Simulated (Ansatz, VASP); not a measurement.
Two plane-wave programs on Hg

INCAR

```
SYSTEM = Hg
PREC = Accurate ; ENCUT = 520
EDIFF = 1E-7 ; ISMEAR = 0
SIGMA = 0.02 ; LREAL = .FALSE.
LASPH = .TRUE. ; NELM = 100
ALGO = Normal ; ISIF = 2
LWAVE = .FALSE. ; LCHARG = .FALSE.
GGA = PS ; NBANDS = 12
```

The input KPOINTS:

```
Automatic mesh
0
G
  10 10 4
  0 0 0
```

File POSCAR:

```
Hg
1.0
    3.3296899271      0.0000000000      0.0139738029
    1.6632550402      2.9138288644     -0.0224562512
    0.0442250131      1.7730242483      8.5217137367
Hg
1
Direct
    0.5000000000      0.0000000000      0.0000000000
```

Input for Ansatz:

```yaml
crystal:
  lattice:
    - [3.3296899271, 0.0, 0.0139738029]
    - [1.6632550402, 2.9138288644, -0.0224562512]
    - [0.0442250131, 1.7730242483, 8.5217137367]
  atoms:
    - { symbol: Hg, position: [0.5, 0.0, 0.0] }
basis:
  ecutwfc: 420
kpoints:
  mp_grid: { grid: [10, 10, 4] }
hamiltonian:
  xc: pbesol
scf:
  occupations: { method: gaussian, width: 0.02 }
output:
  forces: true
  stress: true
  eigenvalues: true
```

Alike in both runs: task single point; functional PBEsol; k mesh 10 × 10 × 4; occupations gaussian, width 0.02 eV; no spin polarisation.

```csv
,VASP,Ansatz
version,VASP 6.6.1,Ansatz 0.2.0
potentials or method,"VASP PAW PBE potentials, release 64 (Hg), cutoff 520 eV","scalar-relativistic, plane waves, PAW"
valence electrons in the cell,12,20
```

```tsv
	VASP	Ansatz	Ansatz less VASP
gap on the k mesh at the Fermi level (eV)	1.19	1.18	-0.010
least direct gap on the mesh (eV)	1.52	1.51	-0.014
pressure (GPa)	-0.3	-0.3	-0.01
traceless stress, the component that is largest in VASP (GPa)	0.30	0.33	+0.037
```

VASP's potentials were made for PBE, not for PBEsol. With one functional, cell and mesh, what is left measures potentials, basis and numerics. VASP's potentials hold 12 valence electrons a cell and Ansatz's 20, so a difference there can come from the potentials and not from the codes.

Spin-orbit coupling is off throughout.
